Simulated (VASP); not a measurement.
# Ta (I4/mmm) in VASP: single point with r2SCAN

Aim: the single point of Ta with r2SCAN.

Program: VASP 6.6.1. These are calculated values, not measurements. Logs are shortened: lines on timing, memory, paths and dates and some standing lists are left out, and cuts for length are marked.

## Step 1: The cell of the first run

The structure is tetragonal, space group I4/mmm (No. 139). The conventional cell has a = 3.468 Å, b = 3.468 Å, c = 3.220 Å, α = 90.00°, β = 90.00°, γ = 90.00°. Within 3.9 Å of Ta (site symmetry 4/mmm) lie 14 Ta at 2.93 to 3.47 Å.

## Step 2: Single point, r2SCAN (strain +0.050 along x and y, -0.025 along z)

POSCAR reads:

```
Ta
1.0
   -1.7338440000      1.7338440000      1.6099980000
    1.7338440000     -1.7338440000      1.6099980000
    1.7338440000      1.7338440000     -1.6099980000
Ta
1
Direct
    0.0000000000      0.0000000000      0.0000000000
```

INCAR.step1 reads:

```
ALGO = Normal
EDIFF = 1E-4
ENCUT = 520
GGA = PE
ISMEAR = 0
LASPH = True
LCHARG = False
LREAL = False
LWAVE = True
NBANDS = 12
NELM = 100
PREC = Accurate
SIGMA = 0.15
```

INCAR.step2 reads:

```
ALGO = Normal
EDIFF = 1E-6
ENCUT = 520
ISIF = 2
ISMEAR = 0
ISTART = 1
LASPH = True
LCHARG = True
LELF = True
LMIXTAU = True
LREAL = False
LVHAR = True
LWAVE = False
METAGGA = R2SCAN
NBANDS = 12
NELM = 100
PREC = Accurate
SIGMA = 0.15
```

KPOINTS reads:

```
k-points
0
Gamma
  20 20 20
```

Potentials or basis: VASP PAW PBE potentials, release 64 (Ta_pv).

Launch:

```sh
> cat potpaw_PBE.64/Ta_pv/POTCAR > POTCAR
> cp INCAR.step1 INCAR
> mpirun -np 1 vasp_std > vasp.out
> cp INCAR.step2 INCAR
> mpirun -np 1 vasp_std > vasp.out
```

OUTCAR:

```text
EDIFF = 1E-6
   ENCUT = 520
   ISIF = 2
   ISMEAR = 0
   ISTART = 1
   LASPH = True
   LREAL = False
   METAGGA = R2SCAN
   NELM = 100
   PREC = Accurate

 ion  position               nearest neighbor table
   1  0.000  0.000  0.000-

  LATTYP: Found a body centered tetragonal cell.
 ALAT       =     3.4676880000
 C/A-ratio  =     0.9285714286

  Lattice vectors:

 A1 = (  -1.7338440000,   1.7338440000,   1.6099980000)
 A2 = (   1.7338440000,  -1.7338440000,   1.6099980000)
 A3 = (   1.7338440000,   1.7338440000,  -1.6099980000)

Analysis of symmetry for initial positions (statically):
=====================================================================
 Subroutine PRICEL returns:
 Original cell was already a primitive cell.

 Routine SETGRP: Setting up the symmetry group for a
 body centered tetragonal supercell.

 Subroutine GETGRP returns: Found 16 space group operations
 (whereof 16 operations were pure point group operations)
 out of a pool of 16 trial point group operations.

The static configuration has the point symmetry D_4h.

Analysis of symmetry for dynamics (positions and initial velocities):
=====================================================================
 Subroutine PRICEL returns:
 Original cell was already a primitive cell.

 Routine SETGRP: Setting up the symmetry group for a
 body centered tetragonal supercell.

 Subroutine GETGRP returns: Found 16 space group operations
 (whereof 16 operations were pure point group operations)
 out of a pool of 16 trial point group operations.

The dynamic configuration has the point symmetry D_4h.

 Subroutine INISYM returns: Found 16 space group operations
 (whereof 16 operations are pure point group operations),
 and found     1 'primitive' translations

----------------------------------------------------------------------------------------

                                     Primitive cell

  volume of cell :      19.3600

  direct lattice vectors                    reciprocal lattice vectors
    -1.733844000  1.733844000  1.609998000     0.000000000  0.288376578  0.310559392
     1.733844000 -1.733844000  1.609998000     0.288376578  0.000000000  0.310559392
     1.733844000  1.733844000 -1.609998000     0.288376578  0.288376578  0.000000000

  length of vectors
     2.933346824  2.933346824  2.933346824     0.423802061  0.423802061  0.407826068

  position of ions in fractional coordinates (direct lattice)
     0.000000000  0.000000000  0.000000000

  ion indices of the primitive-cell ions
   primitive index   ion index
                 1           1

----------------------------------------------------------------------------------------

 KPOINTS: k-points

Automatic generation of k-mesh.
 Grid dimensions read from file:
 generate k-points for:   20   20   20

 Generating k-lattice:

  Cartesian coordinates                     Fractional coordinates (reciprocal lattice)
     0.000000000  0.014418829  0.015527970     0.050000000 -0.000000000  0.000000000
     0.014418829  0.000000000  0.015527970    -0.000000000  0.050000000  0.000000000
     0.014418829  0.014418829  0.000000000     0.000000000  0.000000000  0.050000000

  Length of vectors
     0.021190103  0.021190103  0.020391303

  Shift w.r.t. Gamma in fractional coordinates (k-lattice)
     0.000000000  0.000000000  0.000000000

 Subroutine IBZKPT returns following result:
 ===========================================

 Found    641 irreducible k-points:

 Following reciprocal coordinates:
            Coordinates               Weight
  0.000000  0.000000  0.000000      1.000000
  0.050000  0.000000 -0.000000      8.000000
  0.100000 -0.000000  0.000000      8.000000
  0.150000  0.000000  0.000000      8.000000
  0.200000 -0.000000  0.000000      8.000000
  0.250000  0.000000 -0.000000      8.000000
[... 16 lines left out ...]
 -0.400000  0.050000  0.000000     16.000000
 -0.350000  0.050000  0.000000     16.000000
 [... further k-points ...]
   k-points           NKPTS =    641   k-points in BZ     NKDIM =    641   number of bands    NBANDS=     12
   number of dos      NEDOS =    301   number of ions     NIONS =      1
   total plane-waves  NPLWV =  13824
   dimension x,y,z NGX =    24 NGY =   24 NGZ =   24
   dimension x,y,z NGXF=    48 NGYF=   48 NGZF=   48
   ions per type =               1
   NGX,Y,Z   is equivalent  to a cutoff of  13.60, 13.60, 13.60 a.u.
   NGXF,Y,Z  is equivalent  to a cutoff of  27.20, 27.20, 27.20 a.u.
 SYSTEM =  unknown system
   PREC   = accura    normal or accurate (medium, high low for compatibility)
   ISTART =      1    job   : 0-new  1-cont  2-samecut
   ICHARG =      0    charge: 1-file 2-atom 10-const
   ISPIN  =      1    spin polarized calculation?
   LNONCOLLINEAR =      F non collinear calculations
   LSORBIT =      F    spin-orbit coupling
   LASPH  =      T    aspherical Exc in radial PAW
   ENCUT  =  520.0 eV  38.22 Ry    6.18 a.u.   5.45  5.45  5.45*2*pi/ulx,y,z
   NELM   =    100;   NELMIN=  2; NELMDL=  0     # of ELM steps
   EDIFF  = 0.1E-05   stopping-criterion for ELM
   LREAL  =      F    real-space projection
   EDIFFG = 0.1E-04   stopping-criterion for IOM
   NSW    =      0    number of steps for IOM
   IBRION =     -1    ionic relax: 0-MD 1-quasi-New 2-CG
   NFREE  =      0    steps in history (QN), initial steepest desc. (CG)
   ISIF   =      2    stress and relaxation
   ISYM   =      2    0-nonsym 1-usesym 2-fastsym
   POTIM  = 0.5000    time-step for ionic-motion
   TEBEG  =    0.0;   TEEND  =   0.0 temperature during run
   PSTRESS=    0.0 pullay stress
   NELECT =      11.0000    total number of electrons
   NUPDOWN=      -1.0000    fix difference up-down
   EMIN   =  10.00;   EMAX   =-10.00  energy-range for DOS
   EFERMI =   0.00;   METHOD = LEGACY
   ISMEAR =     0;   SIGMA  =   0.15  broadening in eV -4-tet -1-fermi 0-gaus
   EFERMI_NEDOS =   21; number of points for ismear=-14 and -15
   IALGO  =     38    algorithm
   IMIX   =      4    mixing-type and parameters
     AMIX     =   0.40;   BMIX     =  1.00
     AMIX_MAG =   1.60;   BMIX_MAG =  1.00
  volume/ion in A,a.u.               =      19.36       130.65
  Fermi-wavevector in a.u.,A,eV,Ry     =   1.355930  2.562336 25.014939  1.838546
  Thomas-Fermi vector in A             =   2.482976
   LORBIT       =      0    0 simple, 1 ext, 2 COOP (PROOUT), +10 PAW based schemes
   METAGGA = R2SCAN    functional components
   LHFCALC =     F    Hartree Fock is set to
   AEXX    =    0.0000 exact exchange contribution
   IVDW    =     0    specifies the selected vdW correction
   LEPSILON=     F    determine dielectric tensor
   LRPA    =     F    only Hartree local field effects (RPA)
 non-spin polarized calculation
 Gauss-broadening in eV      SIGMA  =   0.15
  energy-cutoff  :      520.00
  volume of cell :       19.36
 maximum number of plane-waves:       538
 NGX is ok and might be reduce to    24
   NGX = 11   NGY = 11   NGZ = 11

 number of electron      11.0000000 magnetization

 Free energy of the ion-electron system (eV)
  ---------------------------------------------------
  ext. energy  EPLUGINS =         0.00000000
  ---------------------------------------------------
  free energy    TOTEN  =       -48.52118673 eV

  energy without entropy =      -48.50582044  energy(sigma->0) =      -48.51350359

 E-fermi :   4.7835     XC(G=0): -13.3567

 val. band max:        4.7814302586   @ k =   0.1500   0.0000   0.0000
 cond. band min:       4.7857029201   @ k =  -0.3000   0.1500   0.0000
 fundamental gap:      0.0042726615
 Fermi energy:         4.7835429574

 k-point     1 :       0.0000    0.0000    0.0000
  band No.  band energies     occupation
      1     -29.7692      2.00000
      2     -29.7692      2.00000
      3     -29.7541      2.00000
      4      -3.2870      2.00000
      5       4.9854      0.05696
      6       5.9710      0.00000
      7       5.9710      0.00000
      8       8.1181      0.00000
      9       9.4277      0.00000
     10      16.5297      0.00000
     11      19.7672      0.00000
     12      19.7672      0.00000

 k-point     2 :       0.0500    0.0000   -0.0000
  band No.  band energies     occupation
      1     -29.7888      2.00000
      2     -29.7775      2.00000
      3     -29.7610      2.00000
      4      -3.1764      2.00000
      5       5.0047      0.03706
      6       5.9371      0.00000
      7       5.9763      0.00000
      8       8.1129      0.00000
      9       9.3297      0.00000
     10      16.5297      0.00000
     11      19.9699      0.00000
     12      19.9717      0.00000

 k-point     3 :       0.1000   -0.0000    0.0000
  band No.  band energies     occupation
      1     -29.8611      2.00000
      2     -29.8014      2.00000
      3     -29.7652      2.00000
      4      -2.8524      2.00000
      5       4.9759      0.06976
      6       5.8113      0.00000
      7       6.0930      0.00000
      8       8.1149      0.00000
      9       9.1126      0.00000
     10      16.5295      0.00000
     11      20.4572      0.00000
     12      20.5595      0.00000

 k-point     4 :       0.1500    0.0000    0.0000
  band No.  band energies     occupation
      1     -29.9742      2.00000
      2     -29.8384      2.00000
      3     -29.7695      2.00000
      4      -2.3397      2.00000
      5       4.7814      1.01589
      6       5.5541      0.00000
      7       6.4727      0.00000
      8       8.1744      0.00000
      9       8.9188      0.00000
     10      16.5293      0.00000
     11      20.8667      0.00000
     12      21.4885      0.00000

 k-point     5 :       0.2000   -0.0000    0.0000
  band No.  band energies     occupation
      1     -30.1142      2.00000
      2     -29.8847      2.00000
      3     -29.7746      2.00000
      4      -1.6841      2.00000
      5       4.4672      1.99714
      6       5.1948      0.00011
      7       7.1056      0.00000
      8       8.3330      0.00000
      9       8.8285      0.00000
     10      16.5290      0.00000
     11      20.7189      0.00000
     12      22.3958      0.00000
[... 228 lines left out ...]
      1     -30.7200      2.00000
      2     -30.1014      2.00000
      3     -29.8069      2.00000
      4       0.6290      2.00000
      5       3.1342      2.00000
      6       5.9194      0.00000
      7       8.7357      0.00000
      8      10.1402      0.00000
      9      12.1557      0.00000
     10      16.0443      0.00000
     11      16.5596      0.00000
     12      17.0843      0.00000

 k-point    22 :      -0.4500    0.0500    0.0000
  band No.  band energies     occupation
      1     -30.6757      2.00000
      2     -30.0857      2.00000
      3     -29.8039      2.00000
      4       0.5852      2.00000
      5       3.2272      2.00000
      6       5.4871      0.00000
      7       8.8114      0.00000
      8       9.8701      0.00000
      9      11.5720      0.00000
     10      16.4469      0.00000
     11      16.6672      0.00000
     12      17.6927      0.00000

 k-point    23 :      -0.4000    0.0500    0.0000
  band No.  band energies     occupation
      1     -30.5926      2.00000
      2     -30.0553      2.00000
      3     -29.7994      2.00000
      4       0.4242      2.00000
      5       3.4031      2.00000
      6       4.9563      0.10344
      7       8.8613      0.00000
      8       9.4872      0.00000
      9      10.6439      0.00000
     10      16.5192      0.00000
     11      17.3638      0.00000
     12      18.8259      0.00000

 k-point    24 :      -0.3500    0.0500    0.0000
  band No.  band energies     occupation
      1     -30.4775      2.00000
      2     -30.0130      2.00000
      3     -29.7939      2.00000
      4       0.0432      2.00000
      5       3.6511      2.00000
      6       4.6501      1.79153
      7       8.7583      0.00000
      8       9.1493      0.00000
      9       9.6259      0.00000
     10      16.5259      0.00000
     11      18.2859      0.00000
     12      20.2562      0.00000

 [... further k-points ...]

------------------------ aborting loop because EDIFF is reached ----------------------------------------

  FORCE on cell =-STRESS in cart. coord.  units (eV):
  Direction    XX          YY          ZZ          XY          YZ          ZX
  --------------------------------------------------------------------------------------
  -------------------------------------------------------------------------------------
  Total       -1.5899314     -1.5899314     -0.9847342      0.0000000      0.0000000      0.0000000
  in kB     -131.5780930   -131.5780930    -81.4937362      0.0000000      0.0000000      0.0000000
  external PRESSURE =    -114.8833074 kB  Pullay stress =       0.0000000 kB

 VOLUME and BASIS-vectors are now :
 -----------------------------------------------------------------------------
  energy-cutoff  :      520.00
  volume of cell :       19.36
      direct lattice vectors                 reciprocal lattice vectors
    -1.733844000  1.733844000  1.609998000     0.000000000  0.288376578  0.310559392
     1.733844000 -1.733844000  1.609998000     0.288376578  0.000000000  0.310559392
     1.733844000  1.733844000 -1.609998000     0.288376578  0.288376578  0.000000000

 POSITION                                       TOTAL-FORCE (eV/Angst)
 -----------------------------------------------------------------------------------
      0.00000      0.00000      0.00000         0.000000     -0.000000      0.000000
 -----------------------------------------------------------------------------------
    total drift:                                0.000000     -0.000000     -0.000000

  FREE ENERGIE OF THE ION-ELECTRON SYSTEM (eV)
  ---------------------------------------------------
  free  energy   TOTEN  =       -48.5211867294 eV

  energy  without entropy=      -48.5058204448  energy(sigma->0) =      -48.51350359
```

It took 4.6 min on 1 thread of Intel Xeon 6975P-C, shared host; peak memory 0.27 GiB.

Results:

- Free energy: -48.5212 eV
- Pressure: -11.5 GPa

Stress tensor (GPa, compression positive):
```
-13.16   0.00   0.00
  0.00 -13.16   0.00
  0.00   0.00  -8.15
```

Caveat: the cell differs from its parent crystal (strain +0.050 along x and y, -0.025 along z); the PAW data sets were made with another functional, which shifts forces and pressure a little; spin-orbit coupling is left out, which moves the levels of the heavy elements.
